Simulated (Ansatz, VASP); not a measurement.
## Al8H: VASP beside Ansatz

File INCAR:

```
SYSTEM = Al8H
PREC = Accurate
ENCUT = 520
EDIFF = 1E-6
ISMEAR = 0
SIGMA = 0.1
LREAL = Auto
LASPH = .True.
NELM = 60
ALGO = Normal
ISIF = 2
LWAVE = .False.
LCHARG = .False.
LDIPOL = .True.
IDIPOL = 3
DIPOL = 0.5 0.5 0.297
GGA = PE
NBANDS = 40
```

The input KPOINTS:

```
Automatic mesh
0
Gamma
  5 4 1
  0 0 0
```

File POSCAR:

```
Al8H
1.0
    5.7135165837      0.0000000000      0.0000000000
    0.0000000000      8.0801326415      0.0000000000
    0.0000000000      0.0000000000     22.2432786975
Al H
16 2
Direct
    0.2500000000      0.2500000000      0.1798296040
    0.2500000000      0.7500000000      0.1798296040
    0.7500000000      0.2500000000      0.1798296040
    0.7500000000      0.7500000000      0.1798296040
    0.0000000000      0.0000000000      0.2440458181
    0.0000000000      0.5000000000      0.2440458181
    0.5000000000      0.0000000000      0.2440458181
    0.5000000000      0.5000000000      0.2440458181
    0.2500000000      0.2500000000      0.3102598702
    0.2500000000      0.7500000000      0.3102598702
    0.7500000000      0.2500000000      0.3102598702
    0.7500000000      0.7500000000      0.3102598702
    0.0000000000      0.0000000000      0.3705963860
    0.0000000000      0.5000000000      0.3705963860
    0.5000000000      0.0000000000      0.3705963860
    0.5000000000      0.5000000000      0.3705963860
    0.7500000000     -0.0464101292      0.4627590580
    0.7500000000      0.0464101292      0.4627590580
```

Input for Ansatz:

```yaml
crystal:
  lattice:
    - [5.7135165837, 0.0, 0.0]
    - [0.0, 8.0801326415, 0.0]
    - [0.0, 0.0, 22.2432786975]
  atoms:
    - { symbol: Al, position: [0.25, 0.25, 0.179829604] }
    - { symbol: Al, position: [0.25, 0.75, 0.179829604] }
    - { symbol: Al, position: [0.75, 0.25, 0.179829604] }
    - { symbol: Al, position: [0.75, 0.75, 0.179829604] }
    - { symbol: Al, position: [0.0, 0.0, 0.2440458181] }
    - { symbol: Al, position: [0.0, 0.5, 0.2440458181] }
    - { symbol: Al, position: [0.5, 0.0, 0.2440458181] }
    - { symbol: Al, position: [0.5, 0.5, 0.2440458181] }
    - { symbol: Al, position: [0.25, 0.25, 0.3102598702] }
    - { symbol: Al, position: [0.25, 0.75, 0.3102598702] }
    - { symbol: Al, position: [0.75, 0.25, 0.3102598702] }
    - { symbol: Al, position: [0.75, 0.75, 0.3102598702] }
    - { symbol: Al, position: [0.0, 0.0, 0.370596386] }
    - { symbol: Al, position: [0.0, 0.5, 0.370596386] }
    - { symbol: Al, position: [0.5, 0.0, 0.370596386] }
    - { symbol: Al, position: [0.5, 0.5, 0.370596386] }
    - { symbol: H, position: [0.75, -0.0464101292, 0.462759058] }
    - { symbol: H, position: [0.75, 0.0464101292, 0.462759058] }
basis:
  ecutwfc: 420
kpoints:
  mp_grid: { grid: [5, 4, 1] }
hamiltonian:
  xc: pbe
  pseudopotentials: { kind: paw, azcp: { folder: soft_1 } }
scf:
  occupations: { method: gaussian, width: 0.1 }
output:
  forces: true
  eigenvalues: true
efield:
  axis: 3
  dipole_correction: true
  ramp_width: 0.04
```

Alike in both runs: task single point; functional PBE; k mesh 5 × 4 × 1; occupations gaussian, width 0.1 eV; no spin polarisation.

```csv
,VASP,Ansatz
version,VASP 6.6.1,Ansatz 0.2.0
potentials or method,"VASP PAW PBE potentials, release 64 (Al, H), cutoff 520 eV","scalar-relativistic, plane waves, PAW"
valence electrons in the cell,50,50
```

VASP gave:

- gap on the k mesh at the Fermi level (eV): none
- rms of the force components (eV/Å): 0.179

What did Ansatz give for the same quantities?

gap on the k mesh at the Fermi level (eV): none; rms of the force components (eV/Å): 0.180.

Atom by atom the forces differ by 0.005 eV/Å (rms over components). A gap of «none» marks a metal or a gap that the smearing closes.
